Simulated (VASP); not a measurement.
# K (Pm-3m) in VASP: a series of runs

K is run at these levels: PBE; tasks: single point.

All numbers are computed with VASP 6.6.1; they aren't measurements. Logs are shortened: lines on timing, memory, paths and dates and some standing lists are left out, and cuts for length are marked.

## Step 1: The cell of the first run

It takes space group Pm-3m (No. 221, cubic). The conventional cell has a = 3.727 Å, b = 3.727 Å, c = 3.727 Å, α = 90.00°, β = 90.00°, γ = 90.00°. K (site symmetry m-3m) has 6 K at 3.73 Å within 4.9 Å.

## Step 2: Single point, PBE (volume scaled by 0.65)

INCAR reads:

```
SYSTEM = K
PREC = Accurate ; ENCUT = 520
EDIFF = 1E-7 ; ISMEAR = -1
SIGMA = 0.08 ; LREAL = .False.
LASPH = .True. ; NELM = 100
ALGO = Normal ; ISIF = 2
LWAVE = .False. ; LCHARG = .True.
GGA = PE ; LELF = .True.
LVHAR = .True. ; NBANDS = 10
```

KPOINTS reads:

```
Automatic mesh
0
Gamma
  10 10 10
  0 0 0
```

POSCAR reads:

```
K
1.0
    3.7269251853      0.0000000000      0.0000000000
    0.0000000000      3.7269251853      0.0000000000
    0.0000000000      0.0000000000      3.7269251853
K
1
Direct
    0.0000000000      0.0000000000      0.0000000000
```

Potentials or basis: VASP PAW PBE potentials, release 64 (K_sv).

Launch:

```console
cat potpaw_PBE.64/K_sv/POTCAR > POTCAR
mpirun -np 1 vasp_std > vasp.out
```

OUTCAR:

```text
SYSTEM = K
   PREC = Accurate
   ENCUT = 520
   EDIFF = 1E-7
   ISMEAR = -1
   LREAL = .False.
   LASPH = .True.
   NELM = 100
   ISIF = 2
   GGA = PE

 ion  position               nearest neighbor table
   1  0.000  0.000  0.000-

  LATTYP: Found a simple cubic cell.
 ALAT       =     3.7269251853

  Lattice vectors:

 A1 = (   3.7269251853,   0.0000000000,   0.0000000000)
 A2 = (   0.0000000000,   3.7269251853,   0.0000000000)
 A3 = (   0.0000000000,   0.0000000000,   3.7269251853)

Analysis of symmetry for initial positions (statically):
=====================================================================
 Subroutine PRICEL returns:
 Original cell was already a primitive cell.

 Routine SETGRP: Setting up the symmetry group for a
 simple cubic supercell.

 Subroutine GETGRP returns: Found 48 space group operations
 (whereof 48 operations were pure point group operations)
 out of a pool of 48 trial point group operations.

The static configuration has the point symmetry O_h .

Analysis of symmetry for dynamics (positions and initial velocities):
=====================================================================
 Subroutine PRICEL returns:
 Original cell was already a primitive cell.

 Routine SETGRP: Setting up the symmetry group for a
 simple cubic supercell.

 Subroutine GETGRP returns: Found 48 space group operations
 (whereof 48 operations were pure point group operations)
 out of a pool of 48 trial point group operations.

The dynamic configuration has the point symmetry O_h .

 Subroutine INISYM returns: Found 48 space group operations
 (whereof 48 operations are pure point group operations),
 and found     1 'primitive' translations

----------------------------------------------------------------------------------------

                                     Primitive cell

  volume of cell :      51.7669

  direct lattice vectors                    reciprocal lattice vectors
     3.726925185  0.000000000  0.000000000     0.268317702  0.000000000  0.000000000
     0.000000000  3.726925185  0.000000000     0.000000000  0.268317702  0.000000000
     0.000000000  0.000000000  3.726925185     0.000000000  0.000000000  0.268317702

  length of vectors
     3.726925185  3.726925185  3.726925185     0.268317702  0.268317702  0.268317702

  position of ions in fractional coordinates (direct lattice)
     0.000000000  0.000000000  0.000000000

  ion indices of the primitive-cell ions
   primitive index   ion index
                 1           1

----------------------------------------------------------------------------------------

 KPOINTS: Automatic mesh

Automatic generation of k-mesh.
 Grid dimensions read from file:
 generate k-points for:   10   10   10

 Generating k-lattice:

  Cartesian coordinates                     Fractional coordinates (reciprocal lattice)
     0.026831770  0.000000000  0.000000000     0.100000000  0.000000000  0.000000000
     0.000000000  0.026831770  0.000000000     0.000000000  0.100000000  0.000000000
     0.000000000  0.000000000  0.026831770     0.000000000  0.000000000  0.100000000

  Length of vectors
     0.026831770  0.026831770  0.026831770

  Shift w.r.t. Gamma in fractional coordinates (k-lattice)
     0.000000000  0.000000000  0.000000000

 Subroutine IBZKPT returns following result:
 ===========================================

 Found     56 irreducible k-points:

 Following reciprocal coordinates:
            Coordinates               Weight
  0.000000  0.000000  0.000000      1.000000
  0.100000  0.000000  0.000000      6.000000
  0.200000  0.000000  0.000000      6.000000
  0.300000  0.000000  0.000000      6.000000
  0.400000  0.000000  0.000000      6.000000
  0.500000  0.000000  0.000000      3.000000
[... 16 lines left out ...]
  0.200000  0.100000  0.100000     24.000000
  0.300000  0.100000  0.100000     24.000000
 [... further k-points ...]
   k-points           NKPTS =     56   k-points in BZ     NKDIM =     56   number of bands    NBANDS=     10
   number of dos      NEDOS =    301   number of ions     NIONS =      1
   total plane-waves  NPLWV =  21952
   dimension x,y,z NGX =    28 NGY =   28 NGZ =   28
   dimension x,y,z NGXF=    56 NGYF=   56 NGZF=   56
   ions per type =               1
   NGX,Y,Z   is equivalent  to a cutoff of  12.49, 12.49, 12.49 a.u.
   NGXF,Y,Z  is equivalent  to a cutoff of  24.98, 24.98, 24.98 a.u.
 SYSTEM =  K
   PREC   = accura    normal or accurate (medium, high low for compatibility)
   ISTART =      0    job   : 0-new  1-cont  2-samecut
   ICHARG =      2    charge: 1-file 2-atom 10-const
   ISPIN  =      1    spin polarized calculation?
   LNONCOLLINEAR =      F non collinear calculations
   LSORBIT =      F    spin-orbit coupling
   LASPH  =      T    aspherical Exc in radial PAW
   ENCUT  =  520.0 eV  38.22 Ry    6.18 a.u.   6.93  6.93  6.93*2*pi/ulx,y,z
   NELM   =    100;   NELMIN=  2; NELMDL= -5     # of ELM steps
   EDIFF  = 0.1E-06   stopping-criterion for ELM
   LREAL  =      F    real-space projection
   EDIFFG = 0.1E-05   stopping-criterion for IOM
   NSW    =      0    number of steps for IOM
   IBRION =     -1    ionic relax: 0-MD 1-quasi-New 2-CG
   NFREE  =      0    steps in history (QN), initial steepest desc. (CG)
   ISIF   =      2    stress and relaxation
   ISYM   =      2    0-nonsym 1-usesym 2-fastsym
   POTIM  = 0.5000    time-step for ionic-motion
   TEBEG  =    0.0;   TEEND  =   0.0 temperature during run
   PSTRESS=    0.0 pullay stress
   NELECT =       9.0000    total number of electrons
   NUPDOWN=      -1.0000    fix difference up-down
   EMIN   =  10.00;   EMAX   =-10.00  energy-range for DOS
   EFERMI =   0.00;   METHOD = LEGACY
   ISMEAR =    -1;   SIGMA  =   0.08  broadening in eV -4-tet -1-fermi 0-gaus
   EFERMI_NEDOS =   21; number of points for ismear=-14 and -15
   IALGO  =     38    algorithm
   IMIX   =      4    mixing-type and parameters
     AMIX     =   0.40;   BMIX     =  1.00
     AMIX_MAG =   1.60;   BMIX_MAG =  1.00
  volume/ion in A,a.u.               =      51.77       349.34
  Fermi-wavevector in a.u.,A,eV,Ry     =   0.913703  1.726648 11.358864  0.834853
  Thomas-Fermi vector in A             =   2.038245
   LORBIT       =      0    0 simple, 1 ext, 2 COOP (PROOUT), +10 PAW based schemes
   GGA     = PE    functional components
   LHFCALC =     F    Hartree Fock is set to
   AEXX    =    0.0000 exact exchange contribution
   IVDW    =     0    specifies the selected vdW correction
   LEPSILON=     F    determine dielectric tensor
   LRPA    =     F    only Hartree local field effects (RPA)
 non-spin polarized calculation
  energy-cutoff  :      520.00
  volume of cell :       51.77
 maximum number of plane-waves:      1412
 NGX is ok and might be reduce to    28
   NGX = 13   NGY = 13   NGZ = 13

 number of electron       8.9999999 magnetization

 Free energy of the ion-electron system (eV)
  ---------------------------------------------------
  ext. energy  EPLUGINS =         0.00000000
  ---------------------------------------------------
  free energy    TOTEN  =        -0.79026059 eV

  energy without entropy =       -0.77556626  energy(sigma->0) =       -0.78291342

 E-fermi :   0.8792     XC(G=0):  -6.5758

 val. band max:        0.8481572146   @ k =   0.4000   0.2000   0.2000
 cond. band min:       0.8893435123   @ k =   0.4000   0.3000   0.0000
 fundamental gap:      0.0411862976
 Fermi energy:         0.8791500989

 k-point     1 :       0.0000    0.0000    0.0000
  band No.  band energies     occupation
      1     -31.4501      2.00000
      2     -14.7958      2.00000
      3     -14.7958      2.00000
      4     -14.7958      2.00000
      5      -1.8193      2.00000
      6       3.6855      0.00000
      7       3.6855      0.00000
      8       7.9894      0.00000
      9       7.9894      0.00000
     10       7.9894      0.00000

 k-point     2 :       0.1000    0.0000    0.0000
  band No.  band energies     occupation
      1     -31.4477      2.00000
      2     -14.8276      2.00000
      3     -14.7931      2.00000
      4     -14.7931      2.00000
      5      -1.6861      2.00000
      6       3.6705      0.00000
      7       3.7449      0.00000
      8       7.5870      0.00000
      9       7.5870      0.00000
     10       8.0077      0.00000

 k-point     3 :       0.2000    0.0000    0.0000
  band No.  band energies     occupation
      1     -31.4413      2.00000
      2     -14.9096      2.00000
      3     -14.7859      2.00000
      4     -14.7859      2.00000
      5      -1.2994      2.00000
      6       3.4866      0.00000
      7       3.9107      0.00000
      8       6.9606      0.00000
      9       6.9606      0.00000
     10       8.0757      0.00000

 k-point     4 :       0.3000    0.0000    0.0000
  band No.  band energies     occupation
      1     -31.4334      2.00000
      2     -15.0087      2.00000
      3     -14.7770      2.00000
      4     -14.7770      2.00000
      5      -0.6924      2.00000
      6       2.9024      0.00000
      7       4.1411      0.00000
      8       6.4414      0.00000
      9       6.4414      0.00000
     10       8.0892      0.00000

 k-point     5 :       0.4000    0.0000    0.0000
  band No.  band energies     occupation
      1     -31.4270      2.00000
      2     -15.0871      2.00000
      3     -14.7698      2.00000
      4     -14.7698      2.00000
      5       0.0933      1.99989
      6       2.0016      0.00000
      7       4.3554      0.00000
      8       6.1090      0.00000
      9       6.1090      0.00000
     10       8.1689      0.00000

 k-point     6 :       0.5000    0.0000    0.0000
  band No.  band energies     occupation
      1     -31.4245      2.00000
      2     -15.1167      2.00000
      3     -14.7671      2.00000
      4     -14.7671      2.00000
      5       0.9378      0.64908
      6       1.0950      0.12624
      7       4.4460      0.00000
      8       5.9952      0.00000
      9       5.9952      0.00000
     10       8.1887      0.00000
[... 183 lines left out ...]
 k-point    21 :       0.5000    0.5000    0.0000
  band No.  band energies     occupation
      1     -31.3998      2.00000
      2     -15.0670      2.00000
      3     -15.0670      2.00000
      4     -14.7401      2.00000
      5       1.4890      0.00098
      6       3.5473      0.00000
      7       3.9597      0.00000
      8       3.9597      0.00000
      9       6.5521      0.00000
     10       6.5521      0.00000

 k-point    22 :       0.1000    0.1000    0.1000
  band No.  band energies     occupation
      1     -31.4428      2.00000
      2     -14.8263      2.00000
      3     -14.8194      2.00000
      4     -14.8194      2.00000
      5      -1.4246      2.00000
      6       3.7702      0.00000
      7       3.7702      0.00000
      8       6.8315      0.00000
      9       7.3960      0.00000
     10       7.3960      0.00000

 k-point    23 :       0.2000    0.1000    0.1000
  band No.  band energies     occupation
      1     -31.4365      2.00000
      2     -14.9030      2.00000
      3     -14.8159      2.00000
      4     -14.8119      2.00000
      5      -1.0482      2.00000
      6       3.6371      0.00000
      7       3.9368      0.00000
      8       6.3147      0.00000
      9       6.7151      0.00000
     10       7.4526      0.00000

 k-point    24 :       0.3000    0.1000    0.1000
  band No.  band energies     occupation
      1     -31.4286      2.00000
      2     -15.0007      2.00000
      3     -14.8065      2.00000
      4     -14.8026      2.00000
      5      -0.4582      2.00000
      6       3.0623      0.00000
      7       4.1827      0.00000
      8       6.1117      0.00000
      9       6.1276      0.00000
     10       7.5605      0.00000

 [... further k-points ...]

------------------------ aborting loop because EDIFF is reached ----------------------------------------

  FORCE on cell =-STRESS in cart. coord.  units (eV):
  Direction    XX          YY          ZZ          XY          YZ          ZX
  --------------------------------------------------------------------------------------
  -------------------------------------------------------------------------------------
  Total        0.8423192      0.8423192      0.8423192     -0.0000000      0.0000000     -0.0000000
  in kB       26.0696529     26.0696529     26.0696529     -0.0000000      0.0000000     -0.0000000
  external PRESSURE =      26.0696529 kB  Pullay stress =       0.0000000 kB

 VOLUME and BASIS-vectors are now :
 -----------------------------------------------------------------------------
  energy-cutoff  :      520.00
  volume of cell :       51.77
      direct lattice vectors                 reciprocal lattice vectors
     3.726925185  0.000000000  0.000000000     0.268317702  0.000000000  0.000000000
     0.000000000  3.726925185  0.000000000     0.000000000  0.268317702  0.000000000
     0.000000000  0.000000000  3.726925185     0.000000000  0.000000000  0.268317702

 POSITION                                       TOTAL-FORCE (eV/Angst)
 -----------------------------------------------------------------------------------
      0.00000      0.00000      0.00000         0.000000      0.000000      0.000000
 -----------------------------------------------------------------------------------
    total drift:                               -0.000000     -0.000000     -0.000000

  FREE ENERGIE OF THE ION-ELECTRON SYSTEM (eV)
  ---------------------------------------------------
  free  energy   TOTEN  =        -0.7902605923 eV

  energy  without entropy=       -0.7755662552  energy(sigma->0) =       -0.78291342
```

It took 28 s on 1 thread of AMD EPYC 7R43 (Zen 3), shared host; peak memory 0.12 GiB.

Results:

| Property | Result |
| --- | --- |
| Free energy | -0.7903 eV |
| Pressure | 2.6 GPa |

## Step 3: Single point, PBE (volume scaled by 0.75)

INCAR reads:

```
SYSTEM = K
PREC = Accurate ; ENCUT = 520
EDIFF = 1E-6 ; ISMEAR = -1
SIGMA = 0.08 ; LREAL = .FALSE.
LASPH = .TRUE. ; NELM = 80
ALGO = Normal ; ISIF = 2
LWAVE = .FALSE. ; LCHARG = .FALSE.
GGA = PE ; NBANDS = 10
```

KPOINTS reads:

```
regular mesh
0
G
  10 10 10
  0 0 0
```

POSCAR reads:

```
K
1.0
    3.9090087601      0.0000000000      0.0000000000
    0.0000000000      3.9090087601      0.0000000000
    0.0000000000      0.0000000000      3.9090087601
K
1
Direct
    0.0000000000      0.0000000000      0.0000000000
```

Potentials or basis: VASP PAW PBE potentials, release 64 (K_sv).

Launch:

```console
cat potpaw_PBE.64/K_sv/POTCAR > POTCAR
mpirun -np 1 vasp_std > vasp.out
```

OUTCAR:

```text
SYSTEM = K
   PREC = Accurate
   ENCUT = 520
   EDIFF = 1E-6
   ISMEAR = -1
   LREAL = .FALSE.
   LASPH = .TRUE.
   NELM = 80
   ISIF = 2
   GGA = PE

 ion  position               nearest neighbor table
   1  0.000  0.000  0.000-

  LATTYP: Found a simple cubic cell.
 ALAT       =     3.9090087601

  Lattice vectors:

 A1 = (   3.9090087601,   0.0000000000,   0.0000000000)
 A2 = (   0.0000000000,   3.9090087601,   0.0000000000)
 A3 = (   0.0000000000,   0.0000000000,   3.9090087601)

Analysis of symmetry for initial positions (statically):
=====================================================================
 Subroutine PRICEL returns:
 Original cell was already a primitive cell.

 Routine SETGRP: Setting up the symmetry group for a
 simple cubic supercell.

 Subroutine GETGRP returns: Found 48 space group operations
 (whereof 48 operations were pure point group operations)
 out of a pool of 48 trial point group operations.

The static configuration has the point symmetry O_h .

Analysis of symmetry for dynamics (positions and initial velocities):
[... 163 lines left out ...]

 k-point     1 :       0.0000    0.0000    0.0000
  band No.  band energies     occupation
      1     -31.8549      2.00000
      2     -15.2480      2.00000
      3     -15.2480      2.00000
      4     -15.2480      2.00000
      5      -2.0332      2.00000
      6       3.3150      0.00000
      7       3.3150      0.00000
      8       7.2242      0.00000
      9       7.2242      0.00000
     10       7.2243      0.00000
[... 287 lines left out ...]
 k-point    24 :       0.3000    0.1000    0.1000
  band No.  band energies     occupation
      1     -31.8428      2.00000
      2     -15.3822      2.00000
      3     -15.2550      2.00000
      4     -15.2527      2.00000
      5      -0.8124      2.00000
      6       2.5128      0.00000
      7       3.7355      0.00000
      8       5.4659      0.00000
      9       5.5137      0.00000
     10       6.8240      0.00000

 [... further k-points ...]

------------------------ aborting loop because EDIFF is reached ----------------------------------------

  FORCE on cell =-STRESS in cart. coord.  units (eV):
  Direction    XX          YY          ZZ          XY          YZ          ZX
  --------------------------------------------------------------------------------------
  -------------------------------------------------------------------------------------
  Total        0.4915128      0.4915128      0.4915128     -0.0000000     -0.0000000      0.0000000
  in kB       13.1839476     13.1839476     13.1839476     -0.0000000     -0.0000000      0.0000000
  external PRESSURE =      13.1839476 kB  Pullay stress =       0.0000000 kB

 VOLUME and BASIS-vectors are now :
 -----------------------------------------------------------------------------
  energy-cutoff  :      520.00
  volume of cell :       59.73
      direct lattice vectors                 reciprocal lattice vectors
     3.909008760  0.000000000  0.000000000     0.255819329  0.000000000  0.000000000
     0.000000000  3.909008760  0.000000000     0.000000000  0.255819329  0.000000000
     0.000000000  0.000000000  3.909008760     0.000000000  0.000000000  0.255819329

 POSITION                                       TOTAL-FORCE (eV/Angst)
 -----------------------------------------------------------------------------------
      0.00000      0.00000      0.00000         0.000000      0.000000      0.000000
 -----------------------------------------------------------------------------------
    total drift:                               -0.000000     -0.000000     -0.000000

  FREE ENERGIE OF THE ION-ELECTRON SYSTEM (eV)
  ---------------------------------------------------
  free  energy   TOTEN  =        -0.8857987437 eV

  energy  without entropy=       -0.8708412330  energy(sigma->0) =       -0.87831999
```

stdout:

```text
POSCAR found type information on POSCAR K
 POSCAR found :  1 types and       1 ions
 scaLAPACK will be used
 LDA part: xc-table for (Slater+PW92), standard interpolation
 POSCAR, INCAR and KPOINTS ok, starting setup
 FFT: planning ... GRIDC
 FFT: planning ... GRID_SOFT
 FFT: planning ... GRID
 WAVECAR not read
 entering main loop
```

It took 23 s on 1 thread of AMD EPYC 7R43 (Zen 3), shared host; peak memory 0.15 GiB.

Results:

- Free energy: -0.8858 eV
- Pressure: 1.3 GPa

## Step 4: Single point, PBE (volume scaled by 0.75)

INCAR reads:

```
PREC = Accurate
ENCUT = 520
EDIFF = 1E-6
ISMEAR = -1
SIGMA = 0.08
LREAL = False
LASPH = True
NELM = 60
ALGO = Normal
ISIF = 2
LWAVE = False
LCHARG = True
GGA = PE
LELF = True
LVHAR = True
NBANDS = 10
```

KPOINTS reads:

```
Automatic mesh
0
Gamma
  10 10 10
```

POSCAR is that of step 3.

Launch:

```console
cat potpaw_PBE.64/K_sv/POTCAR > POTCAR
mpirun -np 1 vasp_std > vasp.out
```

It took 25 s on 1 thread of AMD EPYC 7R43 (Zen 3), shared host; peak memory 0.15 GiB.

Results (log left out):

```yaml
Free_energy: -0.8858 eV
Pressure: 1.3 GPa
```

Levels at points of the mesh, in eV from the Fermi level:
| k point | band 1 | band 2 | band 3 | band 4 | band 5 | band 6 | band 7 | band 8 | band 9 |
| --- | --- | --- | --- | --- | --- | --- | --- | --- | --- |
| (0.00, 0.00, 0.00) | -32.31 | -15.71 | -15.71 | -15.71 | -2.49 | 2.86 | 2.86 | 6.77 | 6.77 |
| (0.50, 0.00, 0.00) | -32.30 | -15.92 | -15.69 | -15.69 | 0.00 | 0.17 | 3.56 | 4.96 | 4.96 |
| (0.50, 0.50, 0.00) | -32.28 | -15.89 | -15.89 | -15.67 | 0.82 | 2.47 | 2.70 | 2.70 | 5.47 |
| (0.50, 0.50, 0.50) | -32.27 | -15.86 | -15.86 | -15.86 | 2.18 | 2.18 | 2.18 | 4.64 | 5.55 |
